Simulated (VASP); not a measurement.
KBr:

```xyz
2
Lattice="0.0000 3.3022 3.3022 3.3022 0.0000 3.3022 3.3022 3.3022 0.0000" Properties=species:S:1:pos:R:3 pbc="T T T"
K     0.0000    0.0000    0.0000
Br    3.3022    3.3022    3.3022
```

Base run:

- Program: VASP 6.6.1
- Functional: PBE-based screened hybrid
- Potentials or basis: VASP PAW PBE potentials, release 64 (K_sv, Br)
- Cutoff: 520 eV
- k mesh: 4 × 4 × 4
- Occupations: gaussian, width 0.01 eV
- Spin: no spin polarisation

Its results: band gap on the k mesh 4.55 eV, direct; pressure 0.7 GPa.

**Question.** The run is repeated on the same cell with these changes: share of exact exchange from 0.05 to 0.2. What comes out?

**Answer.** Band gap on the k mesh 4.90 eV, direct; pressure 0.5 GPa.

Caveats: the PAW data sets were made with another functional, which shifts forces and pressure a little.

